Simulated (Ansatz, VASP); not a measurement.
**Mg2CdO3 in VASP and in Ansatz**

```xyz
12
Lattice="2.7242 -4.7127 -0.0028 2.7235 4.7123 -0.0014 -1.8241 0.0009 5.1471" Properties=species:S:1:pos:R:3 pbc="T T T"
Mg   -0.9110    0.0004    2.5729
Mg    1.8123    1.5565    2.5724
Mg    1.8121   -1.5562    2.5713
Mg    2.7240   -0.0003   -0.0016
Cd    0.8999   -3.1347    5.1448
Cd    2.7240    3.1350   -0.0021
O     0.0432   -1.4887    3.7291
O     3.5807   -1.4889    1.4120
O     0.0424    1.4900    3.7301
O     3.5798    1.4892    1.4137
O     2.5983    0.0005    3.7991
O     1.0243    0.0000    1.3441
```

Change from the starting cell: cell x1, atoms moved at random (sigma 0.05 Å) and cell strained at random (1.5 %), then relaxed without symmetry.

Alike in both runs: functional PBE; k mesh 4 × 4 × 4; occupations gaussian, width 0.1 eV; no spin polarisation.

Ansatz relaxed the structure, and its values are those at the end. VASP's run is a single point on that final structure, the one shown.

|  | VASP | Ansatz |
| --- | --- | --- |
| version | VASP 6.6.1 | Ansatz 0.2.0 |
| potentials or method | VASP PAW PBE potentials, release 64 (Mg, Cd, O), cutoff 520 eV | scalar-relativistic, plane waves, PAW |
| valence electrons in the cell | 68 | 116 |

VASP gave:

```
gap on the k mesh at the Fermi level (eV) : 1.87
least direct gap on the mesh (eV)         : 2.29
pressure (GPa)                            : 0.3
rms of the force components (eV/Å)        : 0.040
```

What did Ansatz give for the same quantities?

gap on the k mesh at the Fermi level (eV): 1.89; least direct gap on the mesh (eV): 2.31; pressure (GPa): 0.1; rms of the force components (eV/Å): 0.011.

With one functional, cell and mesh, what is left measures potentials, basis and numerics. VASP's potentials hold 68 valence electrons a cell and Ansatz's 116, so a difference there can come from the potentials and not from the codes.
